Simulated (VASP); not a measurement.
# Cu (I4/mmm) in VASP: further runs

The runs below take Cu through single point, with PBEsol.

Program: VASP 6.6.1. These are calculated values, not measurements. Logs are shortened: lines on timing, memory, paths and dates and some standing lists are left out, and cuts for length are marked.

### Step 1. The cell of the first run

Symmetry: I4/mmm, No. 139, tetragonal system. Conventional cell: a = 2.595 Å, b = 2.595 Å, c = 3.723 Å, α = 90.00°, β = 90.00°, γ = 90.00°. Within 3.4 Å of Cu (site symmetry 4/mmm) lie 12 Cu at 2.59 to 2.61 Å.

### Step 2. Single point, PBEsol (strain +0.015 along x and y, +0.030 along z)

The input, INCAR:

```
SYSTEM = Cu
ALGO     = Normal         ! electronic algorithm
EDIFF    = 1E-6           ! SCF threshold, eV
ENCUT    = 520            ! plane-wave cutoff, eV
GGA      = PS             ! functional
ISIF     = 2              ! what is computed and relaxed
ISMEAR   = 0              ! smearing method
LASPH    = .TRUE.         ! aspherical terms in the spheres
LCHARG   = .FALSE.        ! write CHGCAR
LREAL    = .FALSE.        ! projectors in reciprocal space
LWAVE    = .FALSE.        ! write WAVECAR
NBANDS   = 12             ! bands
NELM     = 100            ! most SCF steps
PREC     = Accurate       ! precision mode
SIGMA    = 0.15           ! smearing width, eV
```

The input, KPOINTS:

```
k-points
0
G
  22 22 22
  0 0 0
```

The input, POSCAR:

```
Cu
1.0
    0.0000000000      1.8346125000      1.8617250000
    1.8346125000      0.0000000000      1.8617250000
    1.8346125000      1.8346125000      0.0000000000
Cu
1
Direct
    0.0000000000      0.0000000000      0.0000000000
```

Potentials or basis: VASP PAW PBE potentials, release 64 (Cu).

Started as:

```sh
cat potpaw_PBE.64/Cu/POTCAR > POTCAR
mpirun -np 1 vasp_std > vasp.out
```

OUTCAR:

```text
SYSTEM = Cu
   EDIFF = 1E-6
   ENCUT = 520
   GGA = PS
   ISIF = 2
   ISMEAR = 0
   LASPH = .TRUE.
   LREAL = .FALSE.
   NELM = 100
   PREC = Accurate

 ion  position               nearest neighbor table
   1  0.000  0.000  0.000-

  LATTYP: Found a body centered tetragonal cell.
 ALAT       =     2.5945338792
 C/A-ratio  =     1.4351132702

  Lattice vectors:

 A1 = (  -1.8346125000,   0.0000000000,   1.8617250000)
 A2 = (   1.8346125000,   0.0000000000,   1.8617250000)
 A3 = (   0.0000000000,   1.8346125000,  -1.8617250000)

Analysis of symmetry for initial positions (statically):
=====================================================================
 Subroutine PRICEL returns:
 Original cell was already a primitive cell.

 Routine SETGRP: Setting up the symmetry group for a
 body centered tetragonal supercell.

 Subroutine GETGRP returns: Found 16 space group operations
 (whereof 16 operations were pure point group operations)
 out of a pool of 16 trial point group operations.

The static configuration has the point symmetry D_4h.

Analysis of symmetry for dynamics (positions and initial velocities):
=====================================================================
 Subroutine PRICEL returns:
 Original cell was already a primitive cell.

 Routine SETGRP: Setting up the symmetry group for a
 body centered tetragonal supercell.

 Subroutine GETGRP returns: Found 16 space group operations
 (whereof 16 operations were pure point group operations)
 out of a pool of 16 trial point group operations.

The dynamic configuration has the point symmetry D_4h.

 Subroutine INISYM returns: Found 16 space group operations
 (whereof 16 operations are pure point group operations),
 and found     1 'primitive' translations

----------------------------------------------------------------------------------------

                                     Primitive cell

  volume of cell :      12.5324

  direct lattice vectors                    reciprocal lattice vectors
     0.000000000  1.834612500  1.861725000    -0.272537116  0.272537116  0.268568129
     1.834612500  0.000000000  1.861725000     0.272537116 -0.272537116  0.268568129
     1.834612500  1.834612500  0.000000000     0.272537116  0.272537116 -0.268568129

  length of vectors
     2.613775622  2.613775622  2.594533879     0.469767814  0.469767814  0.469767814

  position of ions in fractional coordinates (direct lattice)
     0.000000000  0.000000000  0.000000000

  ion indices of the primitive-cell ions
   primitive index   ion index
                 1           1

----------------------------------------------------------------------------------------

 KPOINTS: k-points

Automatic generation of k-mesh.
 Grid dimensions read from file:
 generate k-points for:   22   22   22

 Generating k-lattice:

  Cartesian coordinates                     Fractional coordinates (reciprocal lattice)
    -0.012388051  0.012388051  0.012207642     0.045454545  0.000000000  0.000000000
     0.012388051 -0.012388051  0.012207642     0.000000000  0.045454545  0.000000000
     0.012388051  0.012388051 -0.012207642     0.000000000  0.000000000  0.045454545

  Length of vectors
     0.021353082  0.021353082  0.021353082

  Shift w.r.t. Gamma in fractional coordinates (k-lattice)
     0.000000000  0.000000000  0.000000000

 Subroutine IBZKPT returns following result:
 ===========================================

 Found    834 irreducible k-points:

 Following reciprocal coordinates:
            Coordinates               Weight
  0.000000  0.000000  0.000000      1.000000
  0.045455 -0.000000  0.000000      8.000000
  0.090909 -0.000000  0.000000      8.000000
  0.136364 -0.000000  0.000000      8.000000
  0.181818 -0.000000  0.000000      8.000000
  0.227273 -0.000000  0.000000      8.000000
[... 16 lines left out ...]
  0.500000  0.045455  0.000000      8.000000
 -0.454545  0.045455  0.000000      8.000000
 [... further k-points ...]
   k-points           NKPTS =    834   k-points in BZ     NKDIM =    834   number of bands    NBANDS=     12
   number of dos      NEDOS =    301   number of ions     NIONS =      1
   total plane-waves  NPLWV =   8000
   dimension x,y,z NGX =    20 NGY =   20 NGZ =   20
   dimension x,y,z NGXF=    40 NGYF=   40 NGZF=   40
   ions per type =               1
   NGX,Y,Z   is equivalent  to a cutoff of  12.72, 12.72, 12.82 a.u.
   NGXF,Y,Z  is equivalent  to a cutoff of  25.44, 25.44, 25.63 a.u.
 SYSTEM =  Cu
   PREC   = accura    normal or accurate (medium, high low for compatibility)
   ISTART =      0    job   : 0-new  1-cont  2-samecut
   ICHARG =      2    charge: 1-file 2-atom 10-const
   ISPIN  =      1    spin polarized calculation?
   LNONCOLLINEAR =      F non collinear calculations
   LSORBIT =      F    spin-orbit coupling
   LASPH  =      T    aspherical Exc in radial PAW
   ENCUT  =  520.0 eV  38.22 Ry    6.18 a.u.   4.86  4.86  4.82*2*pi/ulx,y,z
   NELM   =    100;   NELMIN=  2; NELMDL= -5     # of ELM steps
   EDIFF  = 0.1E-05   stopping-criterion for ELM
   LREAL  =      F    real-space projection
   EDIFFG = 0.1E-04   stopping-criterion for IOM
   NSW    =      0    number of steps for IOM
   IBRION =     -1    ionic relax: 0-MD 1-quasi-New 2-CG
   NFREE  =      0    steps in history (QN), initial steepest desc. (CG)
   ISIF   =      2    stress and relaxation
   ISYM   =      2    0-nonsym 1-usesym 2-fastsym
   POTIM  = 0.5000    time-step for ionic-motion
   TEBEG  =    0.0;   TEEND  =   0.0 temperature during run
   PSTRESS=    0.0 pullay stress
   NELECT =      11.0000    total number of electrons
   NUPDOWN=      -1.0000    fix difference up-down
   EMIN   =  10.00;   EMAX   =-10.00  energy-range for DOS
   EFERMI =   0.00;   METHOD = LEGACY
   ISMEAR =     0;   SIGMA  =   0.15  broadening in eV -4-tet -1-fermi 0-gaus
   EFERMI_NEDOS =   21; number of points for ismear=-14 and -15
   IALGO  =     38    algorithm
   IMIX   =      4    mixing-type and parameters
     AMIX     =   0.40;   BMIX     =  1.00
     AMIX_MAG =   1.60;   BMIX_MAG =  1.00
  volume/ion in A,a.u.               =      12.53        84.57
  Fermi-wavevector in a.u.,A,eV,Ry     =   1.567452  2.962055 33.428243  2.456907
  Thomas-Fermi vector in A             =   2.669630
   LORBIT       =      0    0 simple, 1 ext, 2 COOP (PROOUT), +10 PAW based schemes
   GGA     = PS    functional components
   LHFCALC =     F    Hartree Fock is set to
   AEXX    =    0.0000 exact exchange contribution
   IVDW    =     0    specifies the selected vdW correction
   LEPSILON=     F    determine dielectric tensor
   LRPA    =     F    only Hartree local field effects (RPA)
 non-spin polarized calculation
 Gauss-broadening in eV      SIGMA  =   0.15
  energy-cutoff  :      520.00
  volume of cell :       12.53
 maximum number of plane-waves:       348
   NGX =  9   NGY =  9   NGZ =  9

 number of electron      10.9999988 magnetization

 Free energy of the ion-electron system (eV)
  ---------------------------------------------------
  ext. energy  EPLUGINS =         0.00000000
  ---------------------------------------------------
  free energy    TOTEN  =        -4.26061221 eV

  energy without entropy =       -4.25772485  energy(sigma->0) =       -4.25916853

 E-fermi :   6.6712     XC(G=0): -12.5652

 val. band max:        6.6597112084   @ k =  -0.4545   0.0000   0.0909
 cond. band min:       6.6730461238   @ k =  -0.4545   0.0909   0.0000
 fundamental gap:      0.0133349154
 Fermi energy:         6.6711735583

 k-point     1 :       0.0000    0.0000    0.0000
  band No.  band energies     occupation
      1      -2.2546      2.00000
      2       3.7959      2.00000
      3       3.8625      2.00000
      4       3.8625      2.00000
      5       4.5652      2.00000
      6       4.6312      2.00000
      7      28.7987      0.00000
      8      30.9394      0.00000
      9      30.9674      0.00000
     10      30.9674      0.00000
     11      33.3953      0.00000
     12      33.4056      0.00000

 k-point     2 :       0.0455   -0.0000    0.0000
  band No.  band energies     occupation
      1      -2.1823      2.00000
      2       3.7977      2.00000
      3       3.8594      2.00000
      4       3.8757      2.00000
      5       4.5605      2.00000
      6       4.6254      2.00000
      7      28.3465      0.00000
      8      29.9458      0.00000
      9      30.6866      0.00000
     10      30.7188      0.00000
     11      33.7538      0.00000
     12      33.7828      0.00000

 k-point     3 :       0.0909   -0.0000    0.0000
  band No.  band energies     occupation
      1      -1.9670      2.00000
      2       3.7757      2.00000
      3       3.8766      2.00000
      4       3.9122      2.00000
      5       4.5498      2.00000
      6       4.6110      2.00000
      7      26.5267      0.00000
      8      29.4180      0.00000
      9      30.1543      0.00000
     10      30.2139      0.00000
     11      34.5774      0.00000
     12      34.6141      0.00000
[... 286 lines left out ...]
 k-point    23 :       0.5000    0.0455    0.0000
  band No.  band energies     occupation
      1       1.9554      2.00000
      2       3.7591      2.00000
      3       3.8701      2.00000
      4       4.8694      2.00000
      5       5.1059      2.00000
      6       6.0884      2.00000
      7      10.2320      0.00000
      8      26.2204      0.00000
      9      27.4337      0.00000
     10      27.5914      0.00000
     11      31.6068      0.00000
     12      31.7640      0.00000

 k-point    24 :      -0.4545    0.0455    0.0000
  band No.  band energies     occupation
      1       1.9427      2.00000
      2       3.7658      2.00000
      3       3.8701      2.00000
      4       4.8568      2.00000
      5       5.0789      2.00000
      6       5.9890      2.00000
      7      10.4127      0.00000
      8      25.9179      0.00000
      9      27.7063      0.00000
     10      27.8402      0.00000
     11      31.4447      0.00000
     12      31.8222      0.00000

 [... further k-points ...]

------------------------ aborting loop because EDIFF is reached ----------------------------------------

  FORCE on cell =-STRESS in cart. coord.  units (eV):
  Direction    XX          YY          ZZ          XY          YZ          ZX
  --------------------------------------------------------------------------------------
  -------------------------------------------------------------------------------------
  Total       -0.9685276     -0.9685276     -1.0269268      0.0000000     -0.0000000      0.0000000
  in kB     -123.8193109   -123.8193109   -131.2852290      0.0000000     -0.0000000      0.0000000
  external PRESSURE =    -126.3079502 kB  Pullay stress =       0.0000000 kB

 VOLUME and BASIS-vectors are now :
 -----------------------------------------------------------------------------
  energy-cutoff  :      520.00
  volume of cell :       12.53
      direct lattice vectors                 reciprocal lattice vectors
     0.000000000  1.834612500  1.861725000    -0.272537116  0.272537116  0.268568129
     1.834612500  0.000000000  1.861725000     0.272537116 -0.272537116  0.268568129
     1.834612500  1.834612500  0.000000000     0.272537116  0.272537116 -0.268568129

 POSITION                                       TOTAL-FORCE (eV/Angst)
 -----------------------------------------------------------------------------------
      0.00000      0.00000      0.00000         0.000000     -0.000000      0.000000
 -----------------------------------------------------------------------------------
    total drift:                                0.000000      0.000000      0.000000

  FREE ENERGIE OF THE ION-ELECTRON SYSTEM (eV)
  ---------------------------------------------------
  free  energy   TOTEN  =        -4.2606122082 eV

  energy  without entropy=       -4.2577248477  energy(sigma->0) =       -4.25916853
```

Wall time 2.7 min (1 thread of AMD EPYC 7R13, shared host); peak memory 0.23 GiB.

Results:

```
Free energy : -4.2606 eV
Pressure    : -12.6 GPa
```

Levels at points of the mesh, in eV from the Fermi level:
```
           k point  band 2  band 3  band 4  band 5  band 6  band 7  band 8  band 9  band 10  band 11
(0.00, 0.00, 0.00)   -2.88   -2.81   -2.81   -2.11   -2.04   22.13   24.27   24.30    24.30    26.72
(0.50, 0.00, 0.00)   -2.89   -2.82   -1.57   -1.54   -0.85    3.47   20.46   21.09    21.36    24.01
(0.50, 0.50, 0.00)   -4.10   -1.57   -1.43   -1.43    1.33    6.46   12.83   12.83    17.16    19.52
(0.50, 0.00, 0.50)   -4.11   -1.57   -1.45   -1.40    1.62    6.83   12.47   12.51    16.88    19.20
```

Caveat: the cell differs from its parent crystal (strain +0.015 along x and y, +0.030 along z); the PAW data sets were made with another functional, which shifts forces and pressure a little.

### Step 3. Single point, PBEsol (strain +0.030 along x and y, +0.015 along z)

The input, INCAR:

```
ALGO = Normal
EDIFF = 1E-7
ENCUT = 520
GGA = PS
ISIF = 2
ISMEAR = 0
LASPH = True
LCHARG = False
LREAL = False
LWAVE = False
NBANDS = 12
NELM = 80
PREC = Accurate
SIGMA = 0.15
```

The input, KPOINTS:

```
k-points
0
Gamma
  22 22 22
```

The input, POSCAR:

```
Cu
1.0
    0.0000000000      1.8617250000      1.8346125000
    1.8617250000      0.0000000000      1.8346125000
    1.8617250000      1.8617250000      0.0000000000
Cu
1
Direct
    0.0000000000      0.0000000000      0.0000000000
```

Potentials or basis: VASP PAW PBE potentials, release 64 (Cu).

Started as:

```sh
cat potpaw_PBE.64/Cu/POTCAR > POTCAR
mpirun -np 1 vasp_std > vasp.out
```

Wall time 2.9 min (1 thread of AMD EPYC 7R13, shared host); peak memory 0.23 GiB.

It converged, with:

- Free energy: -4.2453 eV
- Pressure: -14.0 GPa

Stress tensor (GPa, compression positive):
```
-14.21   0.00   0.00
  0.00 -14.21   0.00
  0.00   0.00 -13.56
```

Levels at points of the mesh, in eV from the Fermi level:
| k point | band 2 | band 3 | band 4 | band 5 | band 6 | band 7 | band 8 | band 9 | band 10 | band 11 |
| --- | --- | --- | --- | --- | --- | --- | --- | --- | --- | --- |
| (0.00, 0.00, 0.00) | -2.81 | -2.81 | -2.75 | -2.08 | -2.02 | 22.01 | 24.05 | 24.05 | 24.08 | 26.48 |
| (0.50, 0.00, 0.00) | -2.85 | -2.78 | -1.55 | -1.53 | -0.81 | 3.40 | 20.42 | 20.68 | 21.26 | 23.83 |
| (0.50, 0.50, 0.00) | -4.04 | -1.56 | -1.41 | -1.41 | 1.73 | 6.86 | 12.27 | 12.27 | 16.65 | 18.86 |
| (0.50, 0.00, 0.50) | -4.03 | -1.55 | -1.44 | -1.40 | 1.44 | 6.49 | 12.59 | 12.62 | 16.93 | 19.19 |

Caveat: the cell differs from its parent crystal (strain +0.030 along x and y, +0.015 along z); the PAW data sets were made with another functional, which shifts forces and pressure a little.

(Continued in part 2 of 2.)
